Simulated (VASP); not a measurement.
Wanted: the native input for a VASP 6.6.1 run.

```
Task                   : single point
Functional             : LDA
Potentials or basis    : VASP PAW LDA potentials, release 64 (N, B)
Cutoff                 : 520 eV
k mesh                 : 13 × 13 × 13
Occupations            : fermi-dirac, width 0.05 eV
Spin                   : no spin polarisation
Dipole correction      : no
Further INCAR settings : ALGO = Normal; EDIFF = 1e-06; NBANDS = 11
```

The structure of BN lies in POSCAR:

```
BN
1.0
    0.0000000000      3.4718566277      2.1515532769
    1.2432316315      0.0000000000      2.1515532769
    1.2432316315      3.4718566277      0.0000000000
N B
1 1
Direct
    0.6666513400      0.6666513400      0.3333486600
    0.0000486500      0.0000486500      0.9999513500
```

These files were run (other wordings do the same):

INCAR

```
SYSTEM = BN
PREC     = Accurate       ! precision mode
ENCUT    = 520            ! plane-wave cutoff, eV
EDIFF    = 1E-6           ! SCF threshold, eV
ISMEAR   = -1             ! smearing method
SIGMA    = 0.05           ! smearing width, eV
LREAL    = .FALSE.        ! projectors in reciprocal space
LASPH    = .TRUE.         ! aspherical terms in the spheres
NELM     = 100            ! most SCF steps
ALGO     = Normal         ! electronic algorithm
ISIF     = 2              ! what is computed and relaxed
LWAVE    = .FALSE.        ! write WAVECAR
LCHARG   = .FALSE.        ! write CHGCAR
GGA      = CA             ! functional
NBANDS   = 11             ! bands
```

KPOINTS

```
Automatic mesh
0
G
  13 13 13
  0 0 0
```

Potentials or basis: VASP PAW LDA potentials, release 64 (N, B).

Command:

```sh
$ cat potpaw_LDA.64/N/POTCAR potpaw_LDA.64/B/POTCAR > POTCAR
$ mpirun -np 1 vasp_std > vasp.out
```

Results of the run:

The pressure is 0.9 GPa. The largest force is 0.011 eV/Å. The band gap on the k mesh is 3.70 eV, indirect (least direct gap 4.55 eV).

Wall time 2.6 min on 1 thread of AMD EPYC 7R13, with other jobs on the host, peak memory 0.15 GiB.
